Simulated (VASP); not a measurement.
# Sc (P6_3/mmc) in VASP: a series of runs

Sc is run at these levels: PBEsol; tasks: single point.

Everything below comes from runs of VASP 6.6.1. Logs are shortened: lines on timing, memory, paths and dates and some standing lists are left out, and cuts for length are marked.

## (1) The cell of the first run

It takes space group P6_3/mmc (No. 194, hexagonal). Conventional cell: a = 3.327 Å, b = 3.327 Å, c = 5.166 Å, α = 90.00°, β = 90.00°, γ = 120.00°. Sc (site symmetry -6m2) has 12 Sc at 3.22 to 3.33 Å within 4.2 Å.

## (2) Single point, PBEsol

INCAR

```
SYSTEM = Sc
  PREC = Accurate
  ENCUT = 520
  EDIFF = 1E-7
  ISMEAR = 0
  SIGMA = 0.1
  LREAL = .False.
  LASPH = .True.
  NELM = 80
  ALGO = Fast
  ISIF = 2
  LWAVE = .False.
  LCHARG = .False.
  GGA = PS
  NBANDS = 18
```

KPOINTS

```
regular mesh
0
Gamma
  6 6 4
  0 0 0
```

POSCAR

```
Sc
1.0
    3.3272063044      0.0000000000      0.0000000000
   -1.6636031522      2.8814451832      0.0000000000
    0.0000000000      0.0000000000      5.1660570942
Sc
2
Direct
    0.3333333333      0.6666666667      0.2500000000
    0.6666666667      0.3333333333      0.7500000000
```

Potentials or basis: VASP PAW PBE potentials, release 64 (Sc_sv).

Started as:

```bash
$ cat potpaw_PBE.64/Sc_sv/POTCAR > POTCAR
$ mpirun -np 1 vasp_std > vasp.out
```

OUTCAR:

```text
SYSTEM = Sc
   PREC = Accurate
   ENCUT = 520
   EDIFF = 1E-7
   ISMEAR = 0
   LREAL = .False.
   LASPH = .True.
   NELM = 80
   ISIF = 2
   GGA = PS

 ion  position               nearest neighbor table
   1  0.333  0.667  0.250-   2 3.22   2 3.22   2 3.22   2 3.22   2 3.22   2 3.22
   2  0.667  0.333  0.750-   1 3.22   1 3.22   1 3.22   1 3.22   1 3.22   1 3.22

  LATTYP: Found a hexagonal cell.
 ALAT       =     3.3272063044
 C/A-ratio  =     1.5526711065

  Lattice vectors:

 A1 = (   3.3272063044,   0.0000000000,   0.0000000000)
 A2 = (  -1.6636031522,   2.8814451832,   0.0000000000)
 A3 = (   0.0000000000,   0.0000000000,   5.1660570942)

Analysis of symmetry for initial positions (statically):
=====================================================================
 Subroutine PRICEL returns:
 Original cell was already a primitive cell.

 Routine SETGRP: Setting up the symmetry group for a
 hexagonal supercell.

 Subroutine GETGRP returns: Found 24 space group operations
 (whereof 12 operations were pure point group operations)
 out of a pool of 24 trial point group operations.

The static configuration has the point symmetry D_3d.
 The point group associated with its full space group is D_6h.

Analysis of symmetry for dynamics (positions and initial velocities):
=====================================================================
 Subroutine PRICEL returns:
 Original cell was already a primitive cell.

 Routine SETGRP: Setting up the symmetry group for a
 hexagonal supercell.

 Subroutine GETGRP returns: Found 24 space group operations
 (whereof 12 operations were pure point group operations)
 out of a pool of 24 trial point group operations.

The dynamic configuration has the point symmetry D_3d.
 The point group associated with its full space group is D_6h.

 Subroutine INISYM returns: Found 24 space group operations
 (whereof 12 operations are pure point group operations),
 and found     1 'primitive' translations

----------------------------------------------------------------------------------------

                                     Primitive cell

  volume of cell :      49.5278

  direct lattice vectors                    reciprocal lattice vectors
     3.327206304  0.000000000  0.000000000     0.300552448  0.173524037  0.000000000
    -1.663603152  2.881445183  0.000000000     0.000000000  0.347048074  0.000000000
     0.000000000  0.000000000  5.166057094     0.000000000  0.000000000  0.193571225

  length of vectors
     3.327206304  3.327206304  5.166057094     0.347048074  0.347048074  0.193571225

  position of ions in fractional coordinates (direct lattice)
     0.333333333  0.666666667  0.250000000
     0.666666667  0.333333333  0.750000000

  ion indices of the primitive-cell ions
   primitive index   ion index
                 1           1
                 2           2

----------------------------------------------------------------------------------------

 KPOINTS: regular mesh

Automatic generation of k-mesh.
 Grid dimensions read from file:
 generate k-points for:    6    6    4

 Generating k-lattice:

  Cartesian coordinates                     Fractional coordinates (reciprocal lattice)
     0.050092075  0.028920673  0.000000000     0.166666667  0.000000000  0.000000000
     0.000000000  0.057841346  0.000000000     0.000000000  0.166666667  0.000000000
     0.000000000  0.000000000  0.048392806     0.000000000  0.000000000  0.250000000

  Length of vectors
     0.057841346  0.057841346  0.048392806

  Shift w.r.t. Gamma in fractional coordinates (k-lattice)
     0.000000000  0.000000000  0.000000000

 Subroutine IBZKPT returns following result:
 ===========================================

 Found     21 irreducible k-points:

 Following reciprocal coordinates:
            Coordinates               Weight
  0.000000  0.000000  0.000000      1.000000
  0.166667  0.000000  0.000000      6.000000
  0.333333  0.000000  0.000000      6.000000
  0.500000  0.000000  0.000000      3.000000
  0.166667  0.166667  0.000000      6.000000
  0.333333  0.166667  0.000000     12.000000
[... 13 lines left out ...]
  0.333333  0.166667  0.500000     12.000000
  0.333333  0.333333  0.500000      2.000000
   k-points           NKPTS =     21   k-points in BZ     NKDIM =     21   number of bands    NBANDS=     18
   number of dos      NEDOS =    301   number of ions     NIONS =      2
   total plane-waves  NPLWV =  31360
   dimension x,y,z NGX =    28 NGY =   28 NGZ =   40
   dimension x,y,z NGXF=    56 NGYF=   56 NGZF=   80
   ions per type =               2
   NGX,Y,Z   is equivalent  to a cutoff of  13.99, 13.99, 12.87 a.u.
   NGXF,Y,Z  is equivalent  to a cutoff of  27.98, 27.98, 25.74 a.u.
 SYSTEM =  Sc
   PREC   = accura    normal or accurate (medium, high low for compatibility)
   ISTART =      0    job   : 0-new  1-cont  2-samecut
   ICHARG =      2    charge: 1-file 2-atom 10-const
   ISPIN  =      1    spin polarized calculation?
   LNONCOLLINEAR =      F non collinear calculations
   LSORBIT =      F    spin-orbit coupling
   LASPH  =      T    aspherical Exc in radial PAW
   ENCUT  =  520.0 eV  38.22 Ry    6.18 a.u.   6.19  6.19  9.61*2*pi/ulx,y,z
   NELM   =     80;   NELMIN=  2; NELMDL= -5     # of ELM steps
   EDIFF  = 0.1E-06   stopping-criterion for ELM
   LREAL  =      F    real-space projection
   EDIFFG = 0.1E-05   stopping-criterion for IOM
   NSW    =      0    number of steps for IOM
   IBRION =     -1    ionic relax: 0-MD 1-quasi-New 2-CG
   NFREE  =      0    steps in history (QN), initial steepest desc. (CG)
   ISIF   =      2    stress and relaxation
   ISYM   =      2    0-nonsym 1-usesym 2-fastsym
   POTIM  = 0.5000    time-step for ionic-motion
   TEBEG  =    0.0;   TEEND  =   0.0 temperature during run
   PSTRESS=    0.0 pullay stress
   NELECT =      22.0000    total number of electrons
   NUPDOWN=      -1.0000    fix difference up-down
   EMIN   =  10.00;   EMAX   =-10.00  energy-range for DOS
   EFERMI =   0.00;   METHOD = LEGACY
   ISMEAR =     0;   SIGMA  =   0.10  broadening in eV -4-tet -1-fermi 0-gaus
   EFERMI_NEDOS =   21; number of points for ismear=-14 and -15
   IALGO  =     68    algorithm
   IMIX   =      4    mixing-type and parameters
     AMIX     =   0.40;   BMIX     =  1.00
     AMIX_MAG =   1.60;   BMIX_MAG =  1.00
  volume/ion in A,a.u.               =      24.76       167.12
  Fermi-wavevector in a.u.,A,eV,Ry     =   1.249106  2.360468 21.228705  1.560266
  Thomas-Fermi vector in A             =   2.383162
   LORBIT       =      0    0 simple, 1 ext, 2 COOP (PROOUT), +10 PAW based schemes
   GGA     = PS    functional components
   LHFCALC =     F    Hartree Fock is set to
   AEXX    =    0.0000 exact exchange contribution
   IVDW    =     0    specifies the selected vdW correction
   LEPSILON=     F    determine dielectric tensor
   LRPA    =     F    only Hartree local field effects (RPA)
 non-spin polarized calculation
 RMM-DIIS sequential band-by-band and
 Gauss-broadening in eV      SIGMA  =   0.10
  energy-cutoff  :      520.00
  volume of cell :       49.53
 maximum number of plane-waves:      1345
 NGX is ok and might be reduce to    28
   NGX = 13   NGY = 13   NGZ = 19

 number of electron      21.9999996 magnetization

 Free energy of the ion-electron system (eV)
  ---------------------------------------------------
  ext. energy  EPLUGINS =         0.00000000
  ---------------------------------------------------
  free energy    TOTEN  =       -13.22008652 eV

  energy without entropy =      -13.20949309  energy(sigma->0) =      -13.21478981

 E-fermi :   3.5614     XC(G=0):  -9.9695

 val. band max:        3.4648371215   @ k =   0.3333   0.1667   0.2500
 cond. band min:       3.5939723444   @ k =   0.3333   0.0000   0.0000
 fundamental gap:      0.1291352229
 Fermi energy:         3.5613901267

 k-point     1 :       0.0000    0.0000    0.0000
  band No.  band energies     occupation
      1     -45.6675      2.00000
      2     -45.5954      2.00000
      3     -24.5772      2.00000
      4     -24.2512      2.00000
      5     -24.2512      2.00000
      6     -24.1835      2.00000
[... 10 lines left out ...]
     17       5.8355      0.00000
     18       5.8355      0.00000

 k-point     2 :       0.1667    0.0000    0.0000
  band No.  band energies     occupation
      1     -45.6553      2.00000
      2     -45.5918      2.00000
      3     -24.5422      2.00000
      4     -24.3148      2.00000
      5     -24.2730      2.00000
      6     -24.2493      2.00000
[... 10 lines left out ...]
     17       5.8841      0.00000
     18       5.9453      0.00000

 k-point     3 :       0.3333    0.0000    0.0000
  band No.  band energies     occupation
      1     -45.6283      2.00000
      2     -45.5869      2.00000
      3     -24.4570      2.00000
      4     -24.4445      2.00000
      5     -24.3741      2.00000
      6     -24.3138      2.00000
[... 10 lines left out ...]
     17       6.7280      0.00000
     18       6.8253      0.00000

 k-point     4 :       0.5000    0.0000    0.0000
  band No.  band energies     occupation
      1     -45.6114      2.00000
      2     -45.5879      2.00000
      3     -24.5102      2.00000
      4     -24.4336      2.00000
      5     -24.3936      2.00000
      6     -24.3333      2.00000
[... 10 lines left out ...]
     17       7.4846      0.00000
     18       7.6187      0.00000

 k-point     5 :       0.1667    0.1667    0.0000
  band No.  band energies     occupation
      1     -45.6356      2.00000
      2     -45.5877      2.00000
      3     -24.4813      2.00000
      4     -24.3815      2.00000
      5     -24.3737      2.00000
      6     -24.2857      2.00000
[... 10 lines left out ...]
     17       6.3724      0.00000
     18       6.7711      0.00000

 k-point     6 :       0.3333    0.1667    0.0000
  band No.  band energies     occupation
      1     -45.6116      2.00000
      2     -45.5878      2.00000
      3     -24.4766      2.00000
      4     -24.4148      2.00000
      5     -24.3945      2.00000
      6     -24.3502      2.00000
[... 10 lines left out ...]
     17       7.2834      0.00000
     18       7.4950      0.00000

 k-point     7 :       0.3333    0.3333    0.0000
  band No.  band energies     occupation
      1     -45.5957      2.00000
      2     -45.5957      2.00000
      3     -24.4661      2.00000
      4     -24.3965      2.00000
      5     -24.3965      2.00000
      6     -24.3205      2.00000
[... 10 lines left out ...]
     17       7.1993      0.00000
     18       8.6938      0.00000

 k-point     8 :       0.0000    0.0000    0.2500
  band No.  band energies     occupation
      1     -45.6570      2.00000
      2     -45.6060      2.00000
      3     -24.5149      2.00000
      4     -24.2413      2.00000
      5     -24.2413      2.00000
      6     -24.2047      2.00000
[... 10 lines left out ...]
     17       6.2626      0.00000
     18       6.2629      0.00000
[... 166 lines left out ...]
     17       6.9031      0.00000
     18       6.9941      0.00000

 k-point    17 :       0.3333    0.0000    0.5000
  band No.  band energies     occupation
      1     -45.6076      2.00000
      2     -45.6076      2.00000
      3     -24.4883      2.00000
      4     -24.4883      2.00000
      5     -24.2626      2.00000
      6     -24.2626      2.00000
[... 10 lines left out ...]
     17       7.0639      0.00000
     18       7.1139      0.00000

 k-point    18 :       0.5000    0.0000    0.5000
  band No.  band energies     occupation
      1     -45.5996      2.00000
      2     -45.5996      2.00000
      3     -24.5440      2.00000
      4     -24.5440      2.00000
      5     -24.2776      2.00000
      6     -24.2776      2.00000
[... 10 lines left out ...]
     17       7.3890      0.00000
     18       7.4699      0.00000

 k-point    19 :       0.1667    0.1667    0.5000
  band No.  band energies     occupation
      1     -45.6116      2.00000
      2     -45.6116      2.00000
      3     -24.4521      2.00000
      4     -24.4521      2.00000
      5     -24.2825      2.00000
      6     -24.2825      2.00000
[... 10 lines left out ...]
     17       7.0034      0.00000
     18       7.0878      0.00000

 k-point    20 :       0.3333    0.1667    0.5000
  band No.  band energies     occupation
      1     -45.5996      2.00000
      2     -45.5996      2.00000
      3     -24.5142      2.00000
      4     -24.5142      2.00000
      5     -24.3303      2.00000
      6     -24.3303      2.00000
[... 10 lines left out ...]
     17       7.3125      0.00000
     18       7.3162      0.00000

 k-point    21 :       0.3333    0.3333    0.5000
  band No.  band energies     occupation
      1     -45.5956      2.00000
      2     -45.5956      2.00000
      3     -24.4954      2.00000
      4     -24.4954      2.00000
      5     -24.3938      2.00000
      6     -24.3938      2.00000
[... 10 lines left out ...]
     17       7.1427      0.00000
     18       7.1427      0.00000

------------------------ aborting loop because EDIFF is reached ----------------------------------------

  FORCE on cell =-STRESS in cart. coord.  units (eV):
  Direction    XX          YY          ZZ          XY          YZ          ZX
  --------------------------------------------------------------------------------------
  -------------------------------------------------------------------------------------
  Total       -0.7329407     -0.7329407     -0.9634543      0.0000000     -0.0000000      0.0000000
  in kB      -23.7099223    -23.7099223    -31.1668141      0.0000000     -0.0000000      0.0000000
  external PRESSURE =     -26.1955529 kB  Pullay stress =       0.0000000 kB

 VOLUME and BASIS-vectors are now :
 -----------------------------------------------------------------------------
  energy-cutoff  :      520.00
  volume of cell :       49.53
      direct lattice vectors                 reciprocal lattice vectors
     3.327206304  0.000000000  0.000000000     0.300552448  0.173524037  0.000000000
    -1.663603152  2.881445183  0.000000000     0.000000000  0.347048074  0.000000000
     0.000000000  0.000000000  5.166057094     0.000000000  0.000000000  0.193571225

 POSITION                                       TOTAL-FORCE (eV/Angst)
 -----------------------------------------------------------------------------------
     -0.00000      1.92096      1.29151         0.000000      0.000000     -0.000000
      1.66360      0.96048      3.87454        -0.000000     -0.000000      0.000000
 -----------------------------------------------------------------------------------
    total drift:                               -0.000000      0.000000     -0.000000

  FREE ENERGIE OF THE ION-ELECTRON SYSTEM (eV)
  ---------------------------------------------------
  free  energy   TOTEN  =       -13.2200865221 eV

  energy  without entropy=      -13.2094930948  energy(sigma->0) =      -13.21478981
```

Run time: 46 s. Hardware: 1 thread of Intel Xeon Platinum 8259CL at 2.50GHz (Skylake/Cascade Lake), shared host; peak memory 0.17 GiB.

What came out:

| Quantity | Value |
| --- | --- |
| Free energy | -13.2201 eV |
| Pressure | -2.6 GPa |
| Band gap on the k mesh | zero (band 11 reaches 4.54 eV, above the bottom of band 12 at 3.06 eV) |

Levels at points of the mesh, in eV from the Fermi level:
| k point | band 8 | band 9 | band 10 | band 11 | band 12 | band 13 | band 14 | band 15 |
| --- | --- | --- | --- | --- | --- | --- | --- | --- |
| (0.00, 0.00, 0.00) | -27.70 | -5.14 | -1.65 | 0.62 | 1.56 | 1.56 | 1.85 | 2.01 |
| (0.50, 0.00, 0.00) | -27.78 | -1.64 | -1.07 | -0.67 | -0.36 | 1.28 | 1.30 | 1.85 |
| (0.00, 0.00, 0.50) | -27.78 | -3.59 | -3.59 | 0.97 | 0.97 | 1.47 | 1.47 | 1.47 |
| (0.50, 0.00, 0.50) | -27.81 | -1.49 | -1.49 | 0.06 | 0.06 | 1.25 | 1.25 | 2.34 |

Caveat: the k points lie up to 0.36 Å⁻¹ apart; the PAW data sets were made with another functional, which shifts forces and pressure a little.

(Continued in part 2 of 2.)
